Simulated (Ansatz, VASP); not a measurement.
# One calculation of Ga, two programs

File POSCAR:

```
Ga
1.0
    2.6706200767      0.0000000000      0.0000000000
    0.0000000000      2.6706200767      0.0000000000
    0.0000000000      0.0000000000      2.6706200767
Ga
1
Direct
    0.0000000000      0.0000000000      0.0000000000
```

The input INCAR.step1:

```
SYSTEM = Ga
PREC = Accurate
ENCUT = 520
ISMEAR = -1
SIGMA = 0.1
LREAL = .False.
LASPH = .True.
NELM = 80
NBANDS = 12
GGA = PE
ALGO = Normal
EDIFF = 1E-4
LWAVE = .True.
LCHARG = .False.
```

Contents of INCAR.step2:

```
SYSTEM = Ga
PREC = Accurate
ENCUT = 520
EDIFF = 1E-7
ISMEAR = -1
SIGMA = 0.1
LREAL = .False.
LASPH = .True.
NELM = 80
ALGO = Normal
ISIF = 2
LWAVE = .False.
LCHARG = .False.
METAGGA = R2SCAN
LMIXTAU = .True.
NBANDS = 12
ISTART = 1
```

The input KPOINTS:

```
regular mesh
0
Gamma
  13 13 13
  0 0 0
```

Input for Ansatz:

```yaml
crystal:
  lattice:
    - [2.6706200767, 0.0, 0.0]
    - [0.0, 2.6706200767, 0.0]
    - [0.0, 0.0, 2.6706200767]
  atoms:
    - { symbol: Ga, position: [0.0, 0.0, 0.0] }
hamiltonian:
  xc: r2scan
  pseudopotentials:
    kind: paw
    azcp:
      Ga: "pseudopotentials/Ga.paw.azcp"
basis:
  ecutwfc: 500
  fft_grid_basis: typed
kpoints:
  mp_grid: { grid: [13, 13, 13], shift: [0, 0, 0] }
magnetization:
  spin_polarized: false
scf:
  occupations: { method: fermi_dirac, width: 0.1 }
  lower_state_search: "off"
output:
  stress: true
```

Alike in both runs: task single point; functional r2SCAN; k mesh 13 × 13 × 13; occupations fermi-dirac, width 0.1 eV; no spin polarisation.

```csv
,VASP,Ansatz
version,VASP 6.6.1,Ansatz 0.2.0
potentials or method,"VASP PAW PBE potentials, release 64 (Ga_d), cutoff 520 eV","plane waves (500 eV) with PAW, scalar-relativistic"
valence electrons in the cell,13,13
```

```tsv
	VASP	Ansatz	Ansatz less VASP
pressure (GPa)	0.2	0.2	0.00
```

VASP's potentials were made for PBE, not for r2SCAN.
